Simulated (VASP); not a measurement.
# PbS (P6_3mc) in VASP: notebook

Aim: see how the results for PbS move with the level of theory and the settings. Levels: PBE, LDA, r2SCAN. Tasks: single point.

All numbers are computed with VASP 6.6.1; they aren't measurements. Logs are shortened: lines on timing, memory, paths and dates and some standing lists are left out, and cuts for length are marked.

### 1 The cell of the first run

The structure is hexagonal, space group P6_3mc (No. 186). Conventional cell: a = 4.997 Å, b = 4.997 Å, c = 5.998 Å, α = 90.00°, β = 90.00°, γ = 120.00°. Pb (site symmetry 3m) has 5 S at 2.89 to 3.02 Å within 3.8 Å. S (site symmetry 3m) has 5 Pb at 2.89 to 3.02 Å within 3.8 Å.

### 2 Single point, PBE

INCAR

```
PREC = Accurate
ENCUT = 520
EDIFF = 1E-6
ISMEAR = 0
SIGMA = 0.01
LREAL = False
LASPH = True
NELM = 100
ALGO = Normal
ISIF = 2
LWAVE = False
LCHARG = False
GGA = PE
NBANDS = 28
```

KPOINTS

```
regular mesh
0
Gamma
  6 6 4
```

POSCAR

```
PbS
1.0
    4.9970300227      0.0000000000      0.0000000000
   -2.4985150114      4.3275549432      0.0000000000
    0.0000000000      0.0000000000      5.9976969638
Pb S
2 2
Direct
    0.3333333333      0.6666666667     -0.0640822957
    0.6666666667      0.3333333333      0.4359177043
    0.3333333333      0.6666666667      0.4390822957
    0.6666666667      0.3333333333      0.9390822957
```

Potentials or basis: VASP PAW PBE potentials, release 64 (Pb_d, S).

The run is started by

```bash
cat potpaw_PBE.64/Pb_d/POTCAR potpaw_PBE.64/S/POTCAR > POTCAR
mpirun -np 1 vasp_std > vasp.out
```

OUTCAR:

```text
PREC = Accurate
   ENCUT = 520
   EDIFF = 1E-6
   ISMEAR = 0
   LREAL = False
   LASPH = True
   NELM = 100
   ISIF = 2
   GGA = PE

 ion  position               nearest neighbor table
   1  0.333  0.667  0.936-   4 2.89   4 2.89   4 2.89   3 2.98   3 3.02
   2  0.667  0.333  0.436-   3 2.89   3 2.89   3 2.89   4 2.98   4 3.02
   3  0.333  0.667  0.439-   2 2.89   2 2.89   2 2.89   1 2.98   1 3.02
   4  0.667  0.333  0.939-   1 2.89   1 2.89   1 2.89   2 2.98   2 3.02

  LATTYP: Found a hexagonal cell.
 ALAT       =     4.9970300227
 C/A-ratio  =     1.2002523372

  Lattice vectors:

 A1 = (   4.9970300227,   0.0000000000,   0.0000000000)
 A2 = (  -2.4985150114,   4.3275549432,   0.0000000000)
 A3 = (   0.0000000000,   0.0000000000,   5.9976969638)

Analysis of symmetry for initial positions (statically):
=====================================================================
 Subroutine PRICEL returns:
 Original cell was already a primitive cell.

 Routine SETGRP: Setting up the symmetry group for a
 hexagonal supercell.

 Subroutine GETGRP returns: Found 12 space group operations
 (whereof  6 operations were pure point group operations)
 out of a pool of 24 trial point group operations.

The static configuration has the point symmetry C_3v.
 The point group associated with its full space group is C_6v.

Analysis of symmetry for dynamics (positions and initial velocities):
=====================================================================
 Subroutine PRICEL returns:
 Original cell was already a primitive cell.

 Routine SETGRP: Setting up the symmetry group for a
 hexagonal supercell.

 Subroutine GETGRP returns: Found 12 space group operations
 (whereof  6 operations were pure point group operations)
 out of a pool of 24 trial point group operations.

The dynamic configuration has the point symmetry C_3v.
 The point group associated with its full space group is C_6v.

 Subroutine INISYM returns: Found 12 space group operations
 (whereof  6 operations are pure point group operations),
 and found     1 'primitive' translations

----------------------------------------------------------------------------------------

                                     Primitive cell

  volume of cell :     129.6997

  direct lattice vectors                    reciprocal lattice vectors
     4.997030023  0.000000000  0.000000000     0.200118870  0.115538683  0.000000000
    -2.498515011  4.327554943  0.000000000     0.000000000  0.231077367  0.000000000
     0.000000000  0.000000000  5.997696964     0.000000000  0.000000000  0.166730664

  length of vectors
     4.997030023  4.997030023  5.997696964     0.231077367  0.231077367  0.166730664

  position of ions in fractional coordinates (direct lattice)
     0.333333333  0.666666667  0.935917704
     0.666666667  0.333333333  0.435917704
     0.333333333  0.666666667  0.439082296
     0.666666667  0.333333333  0.939082296

  ion indices of the primitive-cell ions
   primitive index   ion index
                 1           1
                 2           2
                 3           3
                 4           4

----------------------------------------------------------------------------------------

 KPOINTS: regular mesh

Automatic generation of k-mesh.
 Grid dimensions read from file:
 generate k-points for:    6    6    4

 Generating k-lattice:

  Cartesian coordinates                     Fractional coordinates (reciprocal lattice)
     0.033353145  0.019256447  0.000000000     0.166666667  0.000000000  0.000000000
     0.000000000  0.038512894  0.000000000     0.000000000  0.166666667  0.000000000
     0.000000000  0.000000000  0.041682666     0.000000000  0.000000000  0.250000000

  Length of vectors
     0.038512894  0.038512894  0.041682666

  Shift w.r.t. Gamma in fractional coordinates (k-lattice)
     0.000000000  0.000000000  0.000000000

 Subroutine IBZKPT returns following result:
 ===========================================

 Found     21 irreducible k-points:

 Following reciprocal coordinates:
            Coordinates               Weight
  0.000000  0.000000  0.000000      1.000000
  0.166667 -0.000000  0.000000      6.000000
  0.333333  0.000000  0.000000      6.000000
  0.500000  0.000000  0.000000      3.000000
  0.166667  0.166667  0.000000      6.000000
  0.333333  0.166667  0.000000     12.000000
[... 13 lines left out ...]
  0.333333  0.166667  0.500000     12.000000
  0.333333  0.333333  0.500000      2.000000
   k-points           NKPTS =     21   k-points in BZ     NKDIM =     21   number of bands    NBANDS=     28
   number of dos      NEDOS =    301   number of ions     NIONS =      4
   total plane-waves  NPLWV =  76800
   dimension x,y,z NGX =    40 NGY =   40 NGZ =   48
   dimension x,y,z NGXF=    80 NGYF=   80 NGZF=   96
   ions per type =               2   2
   NGX,Y,Z   is equivalent  to a cutoff of  13.31, 13.31, 13.30 a.u.
   NGXF,Y,Z  is equivalent  to a cutoff of  26.62, 26.62, 26.61 a.u.
 SYSTEM =  unknown system
   PREC   = accura    normal or accurate (medium, high low for compatibility)
   ISTART =      0    job   : 0-new  1-cont  2-samecut
   ICHARG =      2    charge: 1-file 2-atom 10-const
   ISPIN  =      1    spin polarized calculation?
   LNONCOLLINEAR =      F non collinear calculations
   LSORBIT =      F    spin-orbit coupling
   LASPH  =      T    aspherical Exc in radial PAW
   ENCUT  =  520.0 eV  38.22 Ry    6.18 a.u.   9.29  9.29 11.15*2*pi/ulx,y,z
   NELM   =    100;   NELMIN=  2; NELMDL= -5     # of ELM steps
   EDIFF  = 0.1E-05   stopping-criterion for ELM
   LREAL  =      F    real-space projection
   EDIFFG = 0.1E-04   stopping-criterion for IOM
   NSW    =      0    number of steps for IOM
   IBRION =     -1    ionic relax: 0-MD 1-quasi-New 2-CG
   NFREE  =      0    steps in history (QN), initial steepest desc. (CG)
   ISIF   =      2    stress and relaxation
   ISYM   =      2    0-nonsym 1-usesym 2-fastsym
   POTIM  = 0.5000    time-step for ionic-motion
   TEBEG  =    0.0;   TEEND  =   0.0 temperature during run
   PSTRESS=    0.0 pullay stress
   NELECT =      40.0000    total number of electrons
   NUPDOWN=      -1.0000    fix difference up-down
   EMIN   =  10.00;   EMAX   =-10.00  energy-range for DOS
   EFERMI =   0.00;   METHOD = LEGACY
   ISMEAR =     0;   SIGMA  =   0.01  broadening in eV -4-tet -1-fermi 0-gaus
   EFERMI_NEDOS =   21; number of points for ismear=-14 and -15
   IALGO  =     38    algorithm
   IMIX   =      4    mixing-type and parameters
     AMIX     =   0.40;   BMIX     =  1.00
     AMIX_MAG =   1.60;   BMIX_MAG =  1.00
  volume/ion in A,a.u.               =      32.42       218.81
  Fermi-wavevector in a.u.,A,eV,Ry     =   1.106068  2.090165 16.645181  1.223386
  Thomas-Fermi vector in A             =   2.242564
   LORBIT       =      0    0 simple, 1 ext, 2 COOP (PROOUT), +10 PAW based schemes
   GGA     = PE    functional components
   LHFCALC =     F    Hartree Fock is set to
   AEXX    =    0.0000 exact exchange contribution
   IVDW    =     0    specifies the selected vdW correction
   LEPSILON=     F    determine dielectric tensor
   LRPA    =     F    only Hartree local field effects (RPA)
 non-spin polarized calculation
 Gauss-broadening in eV      SIGMA  =   0.01
  energy-cutoff  :      520.00
  volume of cell :      129.70
 maximum number of plane-waves:      3508
 NGX is ok and might be reduce to    40
   NGX = 19   NGY = 19   NGZ = 23

 number of electron      39.9999997 magnetization

 Free energy of the ion-electron system (eV)
  ---------------------------------------------------
  ext. energy  EPLUGINS =         0.00000000
  ---------------------------------------------------
  free energy    TOTEN  =       -17.22406121 eV

  energy without entropy =      -17.22406121  energy(sigma->0) =      -17.22406121

 E-fermi :   3.8180     XC(G=0):  -8.3965

 val. band max:        3.7104698453   @ k =   0.3333   0.3333   0.5000
 cond. band min:       5.1360784807   @ k =   0.3333   0.3333   0.5000
 fundamental gap:      1.4256086354
 Fermi energy:         3.8179516458

 k-point     1 :       0.0000    0.0000    0.0000
  band No.  band energies     occupation
      1     -13.0478      2.00000
      2     -12.9549      2.00000
      3     -12.9549      2.00000
      4     -12.9547      2.00000
      5     -12.9547      2.00000
      6     -12.9538      2.00000
[... 20 lines left out ...]
     27       9.2763      0.00000
     28      10.4149      0.00000

 k-point     2 :       0.1667   -0.0000    0.0000
  band No.  band energies     occupation
      1     -13.0462      2.00000
      2     -12.9645      2.00000
      3     -12.9561      2.00000
      4     -12.9546      2.00000
      5     -12.9530      2.00000
      6     -12.9495      2.00000
[... 20 lines left out ...]
     27       9.9068      0.00000
     28      10.0775      0.00000

 k-point     3 :       0.3333    0.0000    0.0000
  band No.  band energies     occupation
      1     -13.0418      2.00000
      2     -12.9833      2.00000
      3     -12.9599      2.00000
      4     -12.9505      2.00000
      5     -12.9504      2.00000
      6     -12.9395      2.00000
[... 20 lines left out ...]
     27       9.6633      0.00000
     28      10.5985      0.00000

 k-point     4 :       0.5000    0.0000    0.0000
  band No.  band energies     occupation
      1     -13.0382      2.00000
      2     -12.9937      2.00000
      3     -12.9616      2.00000
      4     -12.9486      2.00000
      5     -12.9482      2.00000
      6     -12.9354      2.00000
[... 485 lines left out ...]
     27      11.1915      0.00000
     28      11.1915      0.00000

 k-point    20 :       0.3333    0.1667    0.5000
  band No.  band energies     occupation
      1     -12.9803      2.00000
      2     -12.9803      2.00000
      3     -12.9547      2.00000
      4     -12.9547      2.00000
      5     -12.9513      2.00000
      6     -12.9513      2.00000
[... 20 lines left out ...]
     27      10.6730      0.00000
     28      10.6730      0.00000

 k-point    21 :       0.3333    0.3333    0.5000
  band No.  band energies     occupation
      1     -12.9767      2.00000
      2     -12.9767      2.00000
      3     -12.9580      2.00000
      4     -12.9580      2.00000
      5     -12.9485      2.00000
      6     -12.9485      2.00000
[... 20 lines left out ...]
     27      10.5085      0.00000
     28      10.5085      0.00000

------------------------ aborting loop because EDIFF is reached ----------------------------------------

  FORCE on cell =-STRESS in cart. coord.  units (eV):
  Direction    XX          YY          ZZ          XY          YZ          ZX
  --------------------------------------------------------------------------------------
  -------------------------------------------------------------------------------------
  Total        0.5537944      0.5537944      0.6733414     -0.0000000      0.0000000      0.0000000
  in kB        6.8410077      6.8410077      8.3177690     -0.0000000      0.0000000      0.0000000
  external PRESSURE =       7.3332615 kB  Pullay stress =       0.0000000 kB

 VOLUME and BASIS-vectors are now :
 -----------------------------------------------------------------------------
  energy-cutoff  :      520.00
  volume of cell :      129.70
      direct lattice vectors                 reciprocal lattice vectors
     4.997030023  0.000000000  0.000000000     0.200118870  0.115538683  0.000000000
    -2.498515011  4.327554943  0.000000000     0.000000000  0.231077367  0.000000000
     0.000000000  0.000000000  5.997696964     0.000000000  0.000000000  0.166730664

 POSITION                                       TOTAL-FORCE (eV/Angst)
 -----------------------------------------------------------------------------------
     -0.00000      2.88504      5.61335         0.000000     -0.000000      0.004590
      2.49852      1.44252      2.61450        -0.000000      0.000000      0.004590
     -0.00000      2.88504      2.63348        -0.000000      0.000000     -0.004590
      2.49852      1.44252      5.63233         0.000000     -0.000000     -0.004590
 -----------------------------------------------------------------------------------
    total drift:                               -0.000000      0.000000      0.000242

  FREE ENERGIE OF THE ION-ELECTRON SYSTEM (eV)
  ---------------------------------------------------
  free  energy   TOTEN  =       -17.2240612139 eV

  energy  without entropy=      -17.2240612139  energy(sigma->0) =      -17.22406121
```

Wall time 86 s (1 thread of Intel Xeon Platinum 8488C (Sapphire Rapids), shared host); peak memory 0.28 GiB.

What came out:

```yaml
Free_energy: -17.2241 eV
Pressure: 0.7 GPa
Largest_force: 0.005 eV/Å
Band_gap_on_the_k_mesh: 1.43 eV, direct
```

Forces in eV/Å, atoms in the order of the input:
```
Pb   0.000  0.000  0.005
Pb   0.000  0.000  0.005
S    0.000  0.000 -0.005
S    0.000  0.000 -0.005
```

Caveat: spin-orbit coupling is left out, which moves the levels of the heavy elements. A k mesh can miss the band edges.

### 3 Single point, LDA

INCAR

```
SYSTEM = PbS
PREC = Accurate
ENCUT = 520
EDIFF = 1E-6
ISMEAR = 0
SIGMA = 0.01
LREAL = .FALSE.
LASPH = .TRUE.
NELM = 60
ALGO = Normal
ISIF = 2
LWAVE = .FALSE.
LCHARG = .TRUE.
LELF = .TRUE.
LVHAR = .TRUE.
NBANDS = 28
```

KPOINTS

```
Automatic mesh
0
G
  6 6 4
  0 0 0
```

POSCAR is that of step 2.

Potentials or basis: VASP PAW LDA potentials, release 64 (Pb_d, S).

The run is started by

```bash
cat potpaw_LDA.64/Pb_d/POTCAR potpaw_LDA.64/S/POTCAR > POTCAR
mpirun -np 1 vasp_std > vasp.out
```

Wall time 86 s (1 thread of Intel Xeon Platinum 8488C (Sapphire Rapids), shared host); peak memory 0.24 GiB.

Results (log left out):

- Free energy: -19.3567 eV
- Pressure: -2.7 GPa
- Band gap on the k mesh: 1.27 eV, direct

Forces in eV/Å, atoms in the order of the input:
```
Pb   0.000  0.000 -0.002
Pb   0.000  0.000 -0.002
S    0.000  0.000  0.002
S    0.000  0.000  0.002
```

Stress tensor (GPa, compression positive):
```
-2.60  0.00  0.00
 0.00 -2.60  0.00
 0.00  0.00 -2.82
```

Levels at points of the mesh, in eV from the valence-band top:
```tsv
k point	band 18	band 19	band 20	band 21	band 22	band 23
(0.00, 0.00, 0.00)	-1.89	-1.87	-1.87	1.89	1.89	3.27
(0.50, 0.00, 0.00)	-2.26	-2.15	-0.73	2.85	2.96	4.04
(0.00, 0.00, 0.50)	-2.46	-1.33	-1.33	2.20	2.20	2.20
(0.50, 0.00, 0.50)	-1.90	-0.66	-0.66	1.47	1.47	2.97
```

Caveat: spin-orbit coupling is left out, which moves the levels of the heavy elements.

### 4 Single point, r2SCAN

POSCAR is that of step 3.

INCAR.step1

```
  PREC = Accurate
  ENCUT = 520
  ISMEAR = 0
  SIGMA = 0.01
  LREAL = F
  LASPH = T
  NELM = 80
  NBANDS = 28
  GGA = PE
  ALGO = Normal
  EDIFF = 1E-4
  LWAVE = T
  LCHARG = F
```

INCAR.step2

```
  PREC = Accurate
  ENCUT = 520
  EDIFF = 1E-7
  ISMEAR = 0
  SIGMA = 0.01
  LREAL = F
  LASPH = T
  NELM = 80
  ALGO = Normal
  ISIF = 2
  LWAVE = F
  LCHARG = F
  METAGGA = R2SCAN
  LMIXTAU = T
  NBANDS = 28
  ISTART = 1
```

KPOINTS

```
regular mesh
0
Gamma
  6 6 4
```

Potentials or basis: VASP PAW PBE potentials, release 64 (Pb_d, S).

The run is started by

```bash
cat potpaw_PBE.64/Pb_d/POTCAR potpaw_PBE.64/S/POTCAR > POTCAR
cp INCAR.step1 INCAR
mpirun -np 1 vasp_std > vasp.out
cp INCAR.step2 INCAR
mpirun -np 1 vasp_std > vasp.out
```

Run time: 5.6 min. Hardware: 1 thread of Intel Xeon Platinum 8488C (Sapphire Rapids), shared host; peak memory 0.32 GiB.

Results (log left out):

| Item | Value |
| --- | --- |
| Free energy | -130.7471 eV |
| Pressure | 0.0 GPa |
| Band gap on the k mesh | 1.73 eV, direct |

Levels at points of the mesh, in eV from the valence-band top:
```tsv
k point	band 17	band 18	band 19	band 20	band 21	band 22	band 23	band 24
(0.00, 0.00, 0.00)	-3.16	-2.02	-2.01	-2.01	2.23	2.23	3.63	3.63
(0.50, 0.00, 0.00)	-2.99	-2.40	-2.15	-0.76	3.26	3.29	4.44	4.75
(0.00, 0.00, 0.50)	-2.59	-2.59	-1.36	-1.36	2.54	2.54	2.54	2.54
(0.50, 0.00, 0.50)	-1.98	-1.98	-0.66	-0.66	1.89	1.89	3.31	3.31
```

Caveat: the PAW data sets were made with another functional, which shifts forces and pressure a little; spin-orbit coupling is left out, which moves the levels of the heavy elements. A k mesh can miss the band edges.

### 5 Overview

| level | potentials or basis | gap on the mesh (eV) | pressure (GPa) |
| --- | --- | --- | --- |
| PBE | VASP PAW PBE potentials, release 64 (Pb_d, S) | 1.43 | 0.7 |
| LDA | VASP PAW LDA potentials, release 64 (Pb_d, S) | 1.27 | -2.7 |
| r2SCAN | VASP PAW PBE potentials, release 64 (Pb_d, S) | 1.73 | 0.0 |

Alike in all rows: task single point; no spin polarisation; cell as given; k mesh 6 × 6 × 4; cutoff (eV) 520; smearing gaussian 0.01 eV.

Caveats: spin-orbit coupling is left out, which moves the levels of the heavy elements; the PAW data sets were made with another functional, which shifts forces and pressure a little (some runs).

Total energies depend on the potentials used, so only differences within one code and one set of settings carry meaning.
